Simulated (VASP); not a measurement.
# ZnCu2SnS4 (I-4) in VASP: electric field gradients with PBE

Aim: the electric field gradients of ZnCu2SnS4 with PBE.

All numbers are computed with VASP 6.6.1; they aren't measurements. Logs are shortened: lines on timing, memory, paths and dates and some standing lists are left out, and cuts for length are marked.

## (1) The cell of the first run

Symmetry: I-4, No. 82, tetragonal system. Conventional cell: a = 5.434 Å, b = 5.434 Å, c = 10.850 Å, α = 90.00°, β = 90.00°, γ = 90.00°. Zn (site symmetry -4) has 4 S at 2.33 Å within 3.1 Å. Cu (site symmetry -4) has 4 S at 2.33 Å within 3.1 Å. Within 3.1 Å of Cu (site symmetry -4) lie 4 S at 2.33 Å. Within 3.2 Å of Sn (site symmetry -4) lie 4 S at 2.41 Å. S (site symmetry 1) has 1 Zn at 2.33 Å and 2 Cu at 2.33 Å and 1 Sn at 2.41 Å within 3.1 Å.

## (2) Electric field gradients, PBE

File INCAR:

```
ALGO = Normal ; EDIFF = 1E-8
ENCUT = 520 ; GGA = PE
GGA_COMPAT = F ; ISIF = 2
ISMEAR = -1 ; LASPH = T
LCHARG = F ; LEFG = T
LREAL = F ; LWAVE = F
NBANDS = 46 ; NELM = 120
PREC = Accurate ; SIGMA = 0.02
```

File KPOINTS:

```
k-points
0
Gamma
  7 7 7
```

File POSCAR:

```
ZnCu2SnS4
1.0
   -2.7171000000      2.7171000000      5.4248000000
    2.7171000000     -2.7171000000      5.4248000000
    2.7171000000      2.7171000000     -5.4248000000
Zn Cu Sn S
1 2 1 4
Direct
    0.2500000000      0.7500000000      0.5000000000
    0.0000000000      0.0000000000      0.0000000000
    0.7500000000      0.2500000000      0.5000000000
    0.5000000000      0.5000000000      0.0000000000
    0.3716100000      0.8844100000      0.9996000000
    0.1155900000      0.1151900000      0.4872000000
    0.8848100000      0.3720100000      0.0004000000
    0.6279900000      0.6283900000      0.5128000000
```

Potentials or basis: VASP PAW PBE potentials, release 64 (Zn, Cu, Sn_d, S).

Launch:

```console
cat potpaw_PBE.64/Zn/POTCAR potpaw_PBE.64/Cu/POTCAR potpaw_PBE.64/Sn_d/POTCAR potpaw_PBE.64/S/POTCAR > POTCAR
mpirun -np 1 vasp_std > vasp.out
```

OUTCAR:

```text
EDIFF = 1E-8
   ENCUT = 520
   GGA = PE
   ISIF = 2
   ISMEAR = -1
   LASPH = T
   LREAL = F
   NELM = 120
   PREC = Accurate

 ion  position               nearest neighbor table
   1  0.250  0.750  0.500-   8 2.33   7 2.33   6 2.33   5 2.33
   2  0.000  0.000  0.000-   5 2.33   8 2.33   7 2.33   6 2.33
   3  0.750  0.250  0.500-   7 2.33   6 2.33   5 2.33   8 2.33
   4  0.500  0.500  0.000-   8 2.41   7 2.41   6 2.41   5 2.41
   5  0.372  0.884  1.000-   1 2.33   2 2.33   3 2.33   4 2.41
   6  0.116  0.115  0.487-   1 2.33   2 2.33   3 2.33   4 2.41
   7  0.885  0.372  0.000-   1 2.33   2 2.33   3 2.33   4 2.41
   8  0.628  0.628  0.513-   1 2.33   2 2.33   3 2.33   4 2.41

  LATTYP: Found a body centered tetragonal cell.
 ALAT       =     5.4342000000
 C/A-ratio  =     1.9965404291

  Lattice vectors:

 A1 = (  -2.7171000000,   2.7171000000,   5.4248000000)
 A2 = (   2.7171000000,  -2.7171000000,   5.4248000000)
 A3 = (   2.7171000000,   2.7171000000,  -5.4248000000)

Analysis of symmetry for initial positions (statically):
=====================================================================
 Subroutine PRICEL returns:
 Original cell was already a primitive cell.

 Routine SETGRP: Setting up the symmetry group for a
 body centered tetragonal supercell.

 Subroutine GETGRP returns: Found  4 space group operations
 (whereof  4 operations were pure point group operations)
 out of a pool of 16 trial point group operations.

The static configuration has the point symmetry S_4 .

Analysis of symmetry for dynamics (positions and initial velocities):
=====================================================================
 Subroutine PRICEL returns:
 Original cell was already a primitive cell.

 Routine SETGRP: Setting up the symmetry group for a
 body centered tetragonal supercell.

 Subroutine GETGRP returns: Found  4 space group operations
 (whereof  4 operations were pure point group operations)
 out of a pool of 16 trial point group operations.

The dynamic configuration has the point symmetry S_4 .

 Subroutine INISYM returns: Found  4 space group operations
 (whereof  4 operations are pure point group operations),
 and found     1 'primitive' translations

----------------------------------------------------------------------------------------

                                     Primitive cell

  volume of cell :     160.1972

  direct lattice vectors                    reciprocal lattice vectors
    -2.717100000  2.717100000  5.424800000     0.000000000  0.184019727  0.092169297
     2.717100000 -2.717100000  5.424800000     0.184019727  0.000000000  0.092169297
     2.717100000  2.717100000 -5.424800000     0.184019727  0.184019727  0.000000000

  length of vectors
     6.647835728  6.647835728  6.647835728     0.205811659  0.205811659  0.260243194

  position of ions in fractional coordinates (direct lattice)
     0.250000000  0.750000000  0.500000000
     0.000000000  0.000000000  0.000000000
     0.750000000  0.250000000  0.500000000
     0.500000000  0.500000000  0.000000000
     0.371610000  0.884410000  0.999600000
     0.115590000  0.115190000  0.487200000
     0.884810000  0.372010000  0.000400000
     0.627990000  0.628390000  0.512800000

  ion indices of the primitive-cell ions
   primitive index   ion index
                 1           1
                 2           2
                 3           3
                 4           4
                 5           5
                 6           6
                 7           7
                 8           8

----------------------------------------------------------------------------------------

 KPOINTS: k-points

Automatic generation of k-mesh.
 Grid dimensions read from file:
 generate k-points for:    7    7    7

 Generating k-lattice:

  Cartesian coordinates                     Fractional coordinates (reciprocal lattice)
[... 65 lines left out ...]
   NFREE  =      0    steps in history (QN), initial steepest desc. (CG)
   ISIF   =      2    stress and relaxation
   ISYM   =      2    0-nonsym 1-usesym 2-fastsym
   POTIM  = 0.5000    time-step for ionic-motion
   TEBEG  =    0.0;   TEEND  =   0.0 temperature during run
   PSTRESS=    0.0 pullay stress
   NELECT =      72.0000    total number of electrons
   NUPDOWN=      -1.0000    fix difference up-down
   EMIN   =  10.00;   EMAX   =-10.00  energy-range for DOS
   EFERMI =   0.00;   METHOD = LEGACY
   ISMEAR =    -1;   SIGMA  =   0.02  broadening in eV -4-tet -1-fermi 0-gaus
   EFERMI_NEDOS =   21; number of points for ismear=-14 and -15
   IALGO  =     38    algorithm
   IMIX   =      4    mixing-type and parameters
     AMIX     =   0.40;   BMIX     =  1.00
     AMIX_MAG =   1.60;   BMIX_MAG =  1.00
  volume/ion in A,a.u.               =      20.02       135.13
  Fermi-wavevector in a.u.,A,eV,Ry     =   1.254009  2.369734 21.395688  1.572539
  Thomas-Fermi vector in A             =   2.387835
   LORBIT       =      0    0 simple, 1 ext, 2 COOP (PROOUT), +10 PAW based schemes
   GGA     = PE    functional components
   LHFCALC =     F    Hartree Fock is set to
   AEXX    =    0.0000 exact exchange contribution
   IVDW    =     0    specifies the selected vdW correction
   LEPSILON=     F    determine dielectric tensor
   LRPA    =     F    only Hartree local field effects (RPA)
 non-spin polarized calculation
  energy-cutoff  :      520.00
  volume of cell :      160.20
 maximum number of plane-waves:      4340
 NGX is ok and might be reduce to    50
   NGX = 25   NGY = 25   NGZ = 25

 number of electron      72.0000010 magnetization

 Free energy of the ion-electron system (eV)
  ---------------------------------------------------
  ext. energy  EPLUGINS =         0.00000000
  ---------------------------------------------------
  free energy    TOTEN  =       -32.51679744 eV

  energy without entropy =      -32.51679665  energy(sigma->0) =      -32.51679704

 E-fermi :   5.0284     XC(G=0):  -9.7838

 val. band max:        4.8668619532   @ k =   0.0000   0.0000   0.0000
 cond. band min:       5.1868757333   @ k =   0.0000   0.0000   0.0000
 fundamental gap:      0.3200137801
 Fermi energy:         5.0284180385

 k-point     1 :       0.0000    0.0000    0.0000
  band No.  band energies     occupation
      1     -17.4242      2.00000
      2     -17.4200      2.00000
      3     -17.4200      2.00000
      4     -17.3318      2.00000
      5     -17.3239      2.00000
      6      -9.6975      2.00000
[... 1165 lines left out ...]
     45      10.8708      0.00000
     46      10.9974      0.00000

 [... further k-points ...]

------------------------ aborting loop because EDIFF is reached ----------------------------------------

  FORCE on cell =-STRESS in cart. coord.  units (eV):
  Direction    XX          YY          ZZ          XY          YZ          ZX
  --------------------------------------------------------------------------------------
  -------------------------------------------------------------------------------------
  Total        2.1472145      2.1472145      2.0407715      0.0000000      0.0000000      0.0000000
  in kB       21.4748946     21.4748946     20.4103286      0.0000005      0.0000000      0.0000000
  external PRESSURE =      21.1200393 kB  Pullay stress =       0.0000000 kB

 VOLUME and BASIS-vectors are now :
 -----------------------------------------------------------------------------
  energy-cutoff  :      520.00
  volume of cell :      160.20
      direct lattice vectors                 reciprocal lattice vectors
    -2.717100000  2.717100000  5.424800000     0.000000000  0.184019727  0.092169297
     2.717100000 -2.717100000  5.424800000     0.184019727  0.000000000  0.092169297
     2.717100000  2.717100000 -5.424800000     0.184019727  0.184019727  0.000000000

 POSITION                                       TOTAL-FORCE (eV/Angst)
 -----------------------------------------------------------------------------------
      2.71710      0.00000      2.71240         0.000000      0.000000      0.000000
      0.00000      0.00000      0.00000        -0.000000      0.000000      0.000000
      0.00000      2.71710      2.71240         0.000000      0.000000      0.000000
      0.00000      0.00000      5.42480         0.000000      0.000000     -0.000000
      4.10934      1.32268      1.39103         0.530907     -0.140275      0.183933
      1.32268      1.32486     -1.39103        -0.140275     -0.530907     -0.183933
     -1.39224      1.39442      6.81583        -0.530907      0.140275      0.183933
      1.39442      1.39224      4.03377         0.140275      0.530907     -0.183933
 -----------------------------------------------------------------------------------
    total drift:                                0.000004      0.000004      0.000003

  FREE ENERGIE OF THE ION-ELECTRON SYSTEM (eV)
  ---------------------------------------------------
  free  energy   TOTEN  =       -32.5167974355 eV

  energy  without entropy=      -32.5167966487  energy(sigma->0) =      -32.51679704

 Electric field gradients (V/A^2)
---------------------------------------------------------------------
 ion       V_xx      V_yy      V_zz      V_xy      V_xz      V_yz
---------------------------------------------------------------------
   1       1.797     1.797    -3.594    -0.008    -0.005    -0.005
   2      -7.949    -7.949    15.897    -0.006    -0.003    -0.003
   3       2.475     2.475    -4.950    -0.006    -0.003    -0.003
   4       3.664     3.664    -7.328    -0.003    -0.002    -0.002
   5       4.010    -3.658    -0.352   -43.274    42.203   -63.570
   6      -3.658     4.010    -0.352    43.274    63.570    42.203
   7       4.010    -3.658    -0.352   -43.274   -42.203    63.570
   8      -3.658     4.010    -0.352    43.274   -63.570   -42.203
---------------------------------------------------------------------

 Electric field gradients after diagonalization (V/A^2)
 (convention: |V_zz| > |V_xx| > |V_yy|)
----------------------------------------------------------------------
 ion       V_xx      V_yy      V_zz     asymmetry (V_yy - V_xx)/ V_zz
----------------------------------------------------------------------
   1       1.805     1.790    -3.594       0.004
   2      -7.955    -7.943    15.897       0.001
   3       2.481     2.469    -4.950       0.002
   4       3.667     3.662    -7.328       0.001
   5     -65.654   -34.082    99.736       0.317
   6     -65.655   -34.082    99.736       0.317
   7     -65.655   -34.081    99.736       0.317
   8     -65.654   -34.081    99.736       0.317
----------------------------------------------------------------------

           NMR quadrupolar parameters

 Cq : quadrupolar parameter    Cq=e*Q*V_zz/h
 eta: asymmetry parameters     (V_yy - V_xx)/ V_zz
 Q  : nuclear electric quadrupole moment in mb (millibarn)
----------------------------------------------------------------------
 ion       Cq(MHz)       eta       Q (mb)
----------------------------------------------------------------------
   1      -0.009       0.004       1.000
   2       0.038       0.001       1.000
   3      -0.012       0.002       1.000
   4      -0.018       0.001       1.000
   5       0.241       0.317       1.000
   6       0.241       0.317       1.000
   7       0.241       0.317       1.000
   8       0.241       0.317       1.000
----------------------------------------------------------------------
```

Wall time 15 min (1 thread of Intel Xeon Platinum 8259CL at 2.50GHz (Skylake/Cascade Lake), shared host); peak memory 0.6 GiB.

What came out:

```
Free energy                             : -32.5168 eV
Pressure                                : 2.1 GPa
Largest force                           : 0.579 eV/Å
Band gap on the k mesh                  : 0.32 eV
Largest electric field gradient by atom : Zn -3.6; Cu +15.9, -5.0; Sn -7.3; S +99.7 V/Å²
```

Forces in eV/Å, atoms in the order of the input:
```
Zn   0.000  0.000  0.000
Cu   0.000  0.000  0.000
Cu   0.000  0.000  0.000
Sn   0.000  0.000  0.000
S    0.531 -0.140  0.184
S   -0.140 -0.531 -0.184
S   -0.531  0.140  0.184
S    0.140  0.531 -0.184
```

Stress tensor (GPa, compression positive):
```
2.15 0.00 0.00
0.00 2.15 0.00
0.00 0.00 2.04
```

Electric field gradients, principal values (V/Å²):
```tsv
atom	least	middle	greatest (by size)
1 Zn	1.790	1.805	-3.594
2 Cu	-7.943	-7.955	15.897
3 Cu	2.469	2.481	-4.950
4 Sn	3.662	3.667	-7.328
5 S	-34.082	-65.654	99.736
6 S	-34.082	-65.655	99.736
7 S	-34.081	-65.655	99.736
8 S	-34.081	-65.654	99.736
```

Caveat: semilocal functionals underestimate gaps, and a narrow one can read as zero; without QUAD_EFG the Cq values of the log hold for a quadrupole moment of 1 mb, not for the nuclei; spin-orbit coupling is left out, which moves the levels of the heavy elements.
